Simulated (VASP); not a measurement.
SiC3, 4 atoms in the cell. Symmetry: P-6m2, No. 187, hexagonal system. Conventional cell: a = 2.515 Å, b = 2.515 Å, c = 5.908 Å, α = 90.00°, β = 90.00°, γ = 120.00°. Within 2.7 Å of Si (site symmetry -6m2) lie 2 C at 2.05 Å and 6 Si at 2.52 Å. C (site symmetry 3m) has 4 C at 1.71 to 1.80 Å and 1 Si at 2.05 Å within 2.3 Å. Within 2.3 Å of C (site symmetry -6m2) lie 6 C at 1.71 Å. The cell was built from a structure type or drawn by symmetry, and may not be a known phase.

* Program: VASP 6.6.1
* Task: relaxation of cell and atoms
* Functional: PBE
* Potentials or basis: VASP PAW PBE potentials, release 64 (Si, C)
* Cutoff: 600 eV
* k mesh: 24 × 24 × 8
* Occupations: gaussian, width 0.1 eV
* Spin: no spin polarisation
* Dipole correction: no
* Further INCAR settings: ALGO = Normal; EDIFF = 1e-06; IBRION = 2; EDIFFG = -0.01; NSW = 100; ISIF = 3

Potentials or basis: VASP PAW PBE potentials, release 64 (Si, C).

Launch:

```sh
$ cat potpaw_PBE.64/Si/POTCAR potpaw_PBE.64/C/POTCAR > POTCAR
$ mpirun -np 1 vasp_std > vasp.out
```

Hardware: 1 thread of Intel Xeon 8259CL, on a shared host.

Question: Estimate the wall time of this run.

Answer: It took 4.3 min on 1 thread of Intel Xeon 8259CL (shared host), peak memory 0.26 GiB. Counts: scf iterations 32, k points 305, ion steps 5.
